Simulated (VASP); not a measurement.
# CdS (P6_3mc) in VASP: further runs

The runs below take CdS through electric field gradients, with PBEsol.

All numbers are computed with VASP 6.6.1; they aren't measurements. Logs are shortened: lines on timing, memory, paths and dates and some standing lists are left out, and cuts for length are marked.

## 1. The cell of the first run

It takes space group P6_3mc (No. 186, hexagonal). The conventional cell has a = 4.135 Å, b = 4.135 Å, c = 6.682 Å, α = 90.00°, β = 90.00°, γ = 120.00°. Cd (site symmetry 3m) has 4 S at 2.51 to 2.57 Å within 3.3 Å. Within 3.3 Å of S (site symmetry 3m) lie 4 Cd at 2.51 to 2.57 Å.

## 2. Electric field gradients, PBEsol (zz strain of -1 %)

Input file INCAR:

```
  PREC = Accurate
  ENCUT = 520
  EDIFF = 1E-8
  ISMEAR = -1
  SIGMA = 0.01
  LREAL = F
  LASPH = T
  NELM = 80
  ALGO = Normal
  ISIF = 2
  LWAVE = F
  LCHARG = F
  GGA = PS
  LEFG = T
  NBANDS = 26
```

Input file KPOINTS:

```
Automatic mesh
0
Gamma
  7 7 4
```

Input file POSCAR:

```
CdS
1.0
    4.1347992034      0.0000000000      0.0000000000
   -2.0673996017      3.5808411497      0.0000000000
    0.0000000000      0.0000000000      6.6815100000
Cd S
2 2
Direct
    0.3333333333      0.6666666667      0.0000000000
    0.6666666667      0.3333333333      0.5000000000
    0.3333333333      0.6666666667      0.3850000000
    0.6666666667      0.3333333333      0.8850000000
```

Potentials or basis: VASP PAW PBE potentials, release 64 (Cd, S).

Run with:

```console
cat potpaw_PBE.64/Cd/POTCAR potpaw_PBE.64/S/POTCAR > POTCAR
mpirun -np 1 vasp_std > vasp.out
```

OUTCAR:

```text
PREC = Accurate
   ENCUT = 520
   EDIFF = 1E-8
   ISMEAR = -1
   LREAL = F
   LASPH = T
   NELM = 80
   ISIF = 2
   GGA = PS

 ion  position               nearest neighbor table
   1  0.333  0.667  0.000-   4 2.51   4 2.51   4 2.51   3 2.57
   2  0.667  0.333  0.500-   3 2.51   3 2.51   3 2.51   4 2.57
   3  0.333  0.667  0.385-   2 2.51   2 2.51   2 2.51   1 2.57
   4  0.667  0.333  0.885-   1 2.51   1 2.51   1 2.51   2 2.57

  LATTYP: Found a hexagonal cell.
 ALAT       =     4.1347992034
 C/A-ratio  =     1.6159212748

  Lattice vectors:

 A1 = (   4.1347992034,   0.0000000000,   0.0000000000)
 A2 = (  -2.0673996017,   3.5808411497,   0.0000000000)
 A3 = (   0.0000000000,   0.0000000000,   6.6815100000)

Analysis of symmetry for initial positions (statically):
=====================================================================
 Subroutine PRICEL returns:
 Original cell was already a primitive cell.

 Routine SETGRP: Setting up the symmetry group for a
 hexagonal supercell.

 Subroutine GETGRP returns: Found 12 space group operations
 (whereof  6 operations were pure point group operations)
 out of a pool of 24 trial point group operations.

The static configuration has the point symmetry C_3v.
 The point group associated with its full space group is C_6v.

Analysis of symmetry for dynamics (positions and initial velocities):
=====================================================================
 Subroutine PRICEL returns:
 Original cell was already a primitive cell.

 Routine SETGRP: Setting up the symmetry group for a
 hexagonal supercell.

 Subroutine GETGRP returns: Found 12 space group operations
 (whereof  6 operations were pure point group operations)
 out of a pool of 24 trial point group operations.

The dynamic configuration has the point symmetry C_3v.
 The point group associated with its full space group is C_6v.

 Subroutine INISYM returns: Found 12 space group operations
 (whereof  6 operations are pure point group operations),
 and found     1 'primitive' translations

----------------------------------------------------------------------------------------

                                     Primitive cell

  volume of cell :      98.9268

  direct lattice vectors                    reciprocal lattice vectors
     4.134799203  0.000000000  0.000000000     0.241849713  0.139631997  0.000000000
    -2.067399602  3.580841150  0.000000000     0.000000000  0.279263994  0.000000000
     0.000000000  0.000000000  6.681510000     0.000000000  0.000000000  0.149666767

  length of vectors
     4.134799203  4.134799203  6.681510000     0.279263994  0.279263994  0.149666767

  position of ions in fractional coordinates (direct lattice)
     0.333333333  0.666666667  0.000000000
     0.666666667  0.333333333  0.500000000
     0.333333333  0.666666667  0.385000000
     0.666666667  0.333333333  0.885000000

  ion indices of the primitive-cell ions
   primitive index   ion index
                 1           1
                 2           2
                 3           3
                 4           4

----------------------------------------------------------------------------------------

 KPOINTS: Automatic mesh

Automatic generation of k-mesh.
 Grid dimensions read from file:
 generate k-points for:    7    7    4

 Generating k-lattice:

  Cartesian coordinates                     Fractional coordinates (reciprocal lattice)
[... 39 lines left out ...]
  0.428571  0.142857  0.500000      6.000000
  0.285714  0.285714  0.500000      6.000000
   k-points           NKPTS =     24   k-points in BZ     NKDIM =     24   number of bands    NBANDS=     26
   number of dos      NEDOS =    301   number of ions     NIONS =      4
   total plane-waves  NPLWV =  51200
   dimension x,y,z NGX =    32 NGY =   32 NGZ =   50
   dimension x,y,z NGXF=    64 NGYF=   64 NGZF=  100
   ions per type =               2   2
   NGX,Y,Z   is equivalent  to a cutoff of  12.87, 12.87, 12.44 a.u.
   NGXF,Y,Z  is equivalent  to a cutoff of  25.73, 25.73, 24.88 a.u.
 SYSTEM =  unknown system
   PREC   = accura    normal or accurate (medium, high low for compatibility)
   ISTART =      0    job   : 0-new  1-cont  2-samecut
   ICHARG =      2    charge: 1-file 2-atom 10-const
   ISPIN  =      1    spin polarized calculation?
   LNONCOLLINEAR =      F non collinear calculations
   LSORBIT =      F    spin-orbit coupling
   LASPH  =      T    aspherical Exc in radial PAW
   ENCUT  =  520.0 eV  38.22 Ry    6.18 a.u.   7.69  7.69 12.42*2*pi/ulx,y,z
   NELM   =     80;   NELMIN=  2; NELMDL= -5     # of ELM steps
   EDIFF  = 0.1E-07   stopping-criterion for ELM
   LREAL  =      F    real-space projection
   EDIFFG = 0.1E-06   stopping-criterion for IOM
   NSW    =      0    number of steps for IOM
   IBRION =     -1    ionic relax: 0-MD 1-quasi-New 2-CG
   NFREE  =      0    steps in history (QN), initial steepest desc. (CG)
   ISIF   =      2    stress and relaxation
   ISYM   =      2    0-nonsym 1-usesym 2-fastsym
   POTIM  = 0.5000    time-step for ionic-motion
   TEBEG  =    0.0;   TEEND  =   0.0 temperature during run
   PSTRESS=    0.0 pullay stress
   NELECT =      36.0000    total number of electrons
   NUPDOWN=      -1.0000    fix difference up-down
   EMIN   =  10.00;   EMAX   =-10.00  energy-range for DOS
   EFERMI =   0.00;   METHOD = LEGACY
   ISMEAR =    -1;   SIGMA  =   0.01  broadening in eV -4-tet -1-fermi 0-gaus
   EFERMI_NEDOS =   21; number of points for ismear=-14 and -15
   IALGO  =     38    algorithm
   IMIX   =      4    mixing-type and parameters
     AMIX     =   0.40;   BMIX     =  1.00
     AMIX_MAG =   1.60;   BMIX_MAG =  1.00
  volume/ion in A,a.u.               =      24.73       166.90
  Fermi-wavevector in a.u.,A,eV,Ry     =   1.168793  2.208699 18.586609  1.366077
  Thomas-Fermi vector in A             =   2.305275
   LORBIT       =      0    0 simple, 1 ext, 2 COOP (PROOUT), +10 PAW based schemes
   GGA     = PS    functional components
   LHFCALC =     F    Hartree Fock is set to
   AEXX    =    0.0000 exact exchange contribution
   IVDW    =     0    specifies the selected vdW correction
   LEPSILON=     F    determine dielectric tensor
   LRPA    =     F    only Hartree local field effects (RPA)
 non-spin polarized calculation
  energy-cutoff  :      520.00
  volume of cell :       98.93
 maximum number of plane-waves:      2707
 NGX is ok and might be reduce to    32
   NGX = 15   NGY = 15   NGZ = 25

 number of electron      35.9999999 magnetization

 Free energy of the ion-electron system (eV)
  ---------------------------------------------------
  ext. energy  EPLUGINS =         0.00000000
  ---------------------------------------------------
  free energy    TOTEN  =       -13.62213698 eV

  energy without entropy =      -13.62213698  energy(sigma->0) =      -13.62213698

 E-fermi :   1.4693     XC(G=0):  -9.3830

 val. band max:        1.2217827448   @ k =   0.0000   0.0000   0.0000
 cond. band min:       2.3438462348   @ k =   0.0000   0.0000   0.0000
 fundamental gap:      1.1220634899
 Fermi energy:         1.4693209148

 k-point     1 :       0.0000    0.0000    0.0000
  band No.  band energies     occupation
      1     -11.1731      2.00000
      2     -10.7301      2.00000
      3      -6.4995      2.00000
      4      -6.4995      2.00000
      5      -6.4388      2.00000
      6      -6.4257      2.00000
[... 685 lines left out ...]
     25       9.8178      0.00000
     26       9.8178      0.00000

------------------------ aborting loop because EDIFF is reached ----------------------------------------

  FORCE on cell =-STRESS in cart. coord.  units (eV):
  Direction    XX          YY          ZZ          XY          YZ          ZX
  --------------------------------------------------------------------------------------
  -------------------------------------------------------------------------------------
  Total        0.4983285      0.4983285     -0.2939686      0.0000000      0.0000000      0.0000000
  in kB        8.0707187      8.0707187     -4.7609920      0.0000000      0.0000000      0.0000000
  external PRESSURE =       3.7934818 kB  Pullay stress =       0.0000000 kB

 VOLUME and BASIS-vectors are now :
 -----------------------------------------------------------------------------
  energy-cutoff  :      520.00
  volume of cell :       98.93
      direct lattice vectors                 reciprocal lattice vectors
     4.134799203  0.000000000  0.000000000     0.241849713  0.139631997  0.000000000
    -2.067399602  3.580841150  0.000000000     0.000000000  0.279263994  0.000000000
     0.000000000  0.000000000  6.681510000     0.000000000  0.000000000  0.149666767

 POSITION                                       TOTAL-FORCE (eV/Angst)
 -----------------------------------------------------------------------------------
     -0.00000      2.38723      0.00000        -0.000000      0.000000      0.201584
      2.06740      1.19361      3.34076         0.000000     -0.000000      0.201584
     -0.00000      2.38723      2.57238         0.000000     -0.000000     -0.201584
      2.06740      1.19361      5.91314         0.000000      0.000000     -0.201584
 -----------------------------------------------------------------------------------
    total drift:                               -0.000000     -0.000000     -0.000040

  FREE ENERGIE OF THE ION-ELECTRON SYSTEM (eV)
  ---------------------------------------------------
  free  energy   TOTEN  =       -13.6221369833 eV

  energy  without entropy=      -13.6221369833  energy(sigma->0) =      -13.62213698

 Electric field gradients (V/A^2)
---------------------------------------------------------------------
 ion       V_xx      V_yy      V_zz      V_xy      V_xz      V_yz
---------------------------------------------------------------------
   1     -13.943   -13.943    27.887    -0.000    -0.000     0.000
   2     -13.943   -13.943    27.887    -0.000     0.000    -0.000
   3       3.794     3.795    -7.589     0.000    -0.000     0.000
   4       3.794     3.795    -7.589     0.000     0.000    -0.000
---------------------------------------------------------------------

 Electric field gradients after diagonalization (V/A^2)
 (convention: |V_zz| > |V_xx| > |V_yy|)
----------------------------------------------------------------------
 ion       V_xx      V_yy      V_zz     asymmetry (V_yy - V_xx)/ V_zz
----------------------------------------------------------------------
   1     -13.943   -13.943    27.887       0.000
   2     -13.943   -13.943    27.887       0.000
   3       3.795     3.794    -7.589       0.000
   4       3.795     3.794    -7.589       0.000
----------------------------------------------------------------------

           NMR quadrupolar parameters

 Cq : quadrupolar parameter    Cq=e*Q*V_zz/h
 eta: asymmetry parameters     (V_yy - V_xx)/ V_zz
 Q  : nuclear electric quadrupole moment in mb (millibarn)
----------------------------------------------------------------------
 ion       Cq(MHz)       eta       Q (mb)
----------------------------------------------------------------------
   1       0.067       0.000       1.000
   2       0.067       0.000       1.000
   3      -0.018       0.000       1.000
   4      -0.018       0.000       1.000
----------------------------------------------------------------------
```

Wall time 1.9 min (1 thread of Intel Xeon 8259CL, shared host); peak memory 0.24 GiB.

Results:

| Property | Result |
| --- | --- |
| Free energy | -13.6221 eV |
| Pressure | 0.4 GPa |
| Largest force | 0.202 eV/Å |
| Band gap on the k mesh | 1.12 eV |
| Largest electric field gradient by atom | Cd +27.9; S -7.6 V/Å² |

Forces in eV/Å, atoms in the order of the input:
```
Cd   0.000  0.000  0.202
Cd   0.000  0.000  0.202
S    0.000  0.000 -0.202
S    0.000  0.000 -0.202
```

Stress tensor (GPa, compression positive):
```
 0.81  0.00  0.00
 0.00  0.81  0.00
 0.00  0.00 -0.48
```

Electric field gradients, principal values (V/Å²):
| atom | least | middle | greatest (by size) |
| --- | --- | --- | --- |
| 1 Cd | -13.943 | -13.943 | 27.887 |
| 2 Cd | -13.943 | -13.943 | 27.887 |
| 3 S | 3.794 | 3.795 | -7.589 |
| 4 S | 3.794 | 3.795 | -7.589 |

Caveat: the cell differs from its parent crystal (zz strain of -1 %); without QUAD_EFG the Cq values of the log hold for a quadrupole moment of 1 mb, not for the nuclei; the PAW data sets were made with another functional, which shifts forces and pressure a little.

(Continued in part 2 of 2.)
